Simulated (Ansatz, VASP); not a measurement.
Ca: VASP beside Ansatz

File INCAR:

```
  PREC = Accurate
  ENCUT = 500
  EDIFF = 1E-6
  ISMEAR = 0
  SIGMA = 0.1
  LREAL = F
  LASPH = T
  NELM = 120
  ALGO = Normal
  ISIF = 2
  LWAVE = F
  LCHARG = F
  GGA = PE
  NBANDS = 11
  GGA_COMPAT = F
```

KPOINTS

```
regular mesh
0
Gamma
  4 4 4
```

Contents of POSCAR:

```
Ca
1.0
    3.4886563400      0.0000000000      0.0000000000
    0.0000000000      3.4886563400      0.0000000000
    0.0000000000      0.0000000000      3.4886563400
Ca
1
Direct
    0.0000000000      0.0000000000      0.0000000000
```

Input for Ansatz:

```yaml
crystal:
  lattice:
    - [3.48865634, 0.0, 0.0]
    - [0.0, 3.48865634, 0.0]
    - [0.0, 0.0, 3.48865634]
  atoms:
    - { symbol: Ca, position: [0.0, 0.0, 0.0] }
basis:
  ecutwfc: 420
  ecutrho_ratio: 12
kpoints:
  mp_grid: { grid: [4, 4, 4] }
hamiltonian:
  xc: pbe
scf:
  occupations: { method: gaussian, width: 0.1 }
  lower_state_search: "off"
  max_iter: 30
  convergence: { dr2_threshold: "1e-10 eV" }
output:
  forces: true
  stress: true
  eigenvalues: true
```

Alike in both runs: task single point; functional PBE; k mesh 4 × 4 × 4; occupations gaussian, width 0.1 eV; no spin polarisation.

```csv
,VASP,Ansatz
version,VASP 6.6.1,Ansatz 0.2.0
potentials or method,"VASP PAW PBE potentials, release 64 (Ca_sv), cutoff 500 eV","scalar-relativistic, plane waves, PAW"
valence electrons in the cell,10,10
```

```csv
,VASP,Ansatz,Ansatz less VASP
gap on the k mesh at the Fermi level (eV),none,none,-
pressure (GPa),1.3,1.3,0.00
```

A gap of «none» marks a metal or a gap that the smearing closes.

The k mesh is coarse, so the values compare programs but aren't converged.
